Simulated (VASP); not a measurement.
Wanted: the native input for a VASP 6.6.1 run.

```yaml
Task: single point
Functional: r2SCAN
Potentials_or_basis: VASP PAW PBE potentials, release 64 (Sr_sv)
Cutoff: 520 eV
k_mesh: 12 × 12 × 8
Occupations: gaussian, width 0.15 eV
Spin: no spin polarisation
Dipole_correction: no
Further_INCAR_settings: ALGO = Normal; EDIFF = 1e-07; NBANDS = 17
```

The system is Sr.

```xyz
2
Lattice="4.4178 0.0000 0.0000 -2.2089 3.8259 0.0000 0.0000 0.0000 7.2263" Properties=species:S:1:pos:R:3 pbc="T T T"
Sr    0.0000    2.5506    1.8066
Sr    2.2089    1.2753    5.4197
```

This cell differs from its parent crystal: strain +0.025 along x and y, +0.025 along z.

These files were run (other wordings do the same):

POSCAR

```
Sr
1.0
    4.4177502262      0.0000000000      0.0000000000
   -2.2088751131      3.8258839234      0.0000000000
    0.0000000000      0.0000000000      7.2262500000
Sr
2
Direct
    0.3333333333      0.6666666667      0.2500000000
    0.6666666667      0.3333333333      0.7500000000
```

INCAR.step1

```
SYSTEM = Sr
ALGO = Normal
EDIFF = 1E-4
ENCUT = 520
GGA = PE
ISMEAR = 0
LASPH = .TRUE.
LCHARG = .FALSE.
LREAL = .FALSE.
LWAVE = .TRUE.
NBANDS = 17
NELM = 100
PREC = Accurate
SIGMA = 0.15
```

INCAR.step2

```
SYSTEM = Sr
ALGO = Normal
EDIFF = 1E-7
ENCUT = 520
ISIF = 2
ISMEAR = 0
ISTART = 1
LASPH = .TRUE.
LCHARG = .FALSE.
LMIXTAU = .TRUE.
LREAL = .FALSE.
LWAVE = .FALSE.
METAGGA = R2SCAN
NBANDS = 17
NELM = 100
PREC = Accurate
SIGMA = 0.15
```

KPOINTS

```
k-points
0
G
  12 12 8
  0 0 0
```

Potentials or basis: VASP PAW PBE potentials, release 64 (Sr_sv).

Launch:

```sh
$ cat potpaw_PBE.64/Sr_sv/POTCAR > POTCAR
$ cp INCAR.step1 INCAR
$ mpirun -np 1 vasp_std > vasp.out
$ cp INCAR.step2 INCAR
$ mpirun -np 1 vasp_std > vasp.out
```

Results of the run:

- Pressure: -0.7 GPa
- Band gap on the k mesh: zero (bands 10 and 11 overlap by 0.45 eV)

Caveat: the cell differs from its parent crystal (strain +0.025 along x and y, +0.025 along z); the PAW data sets were made with another functional, which shifts forces and pressure a little.

Wall time 17 min on 1 thread of Intel Xeon 8259CL, with other jobs on the host, peak memory 0.38 GiB.
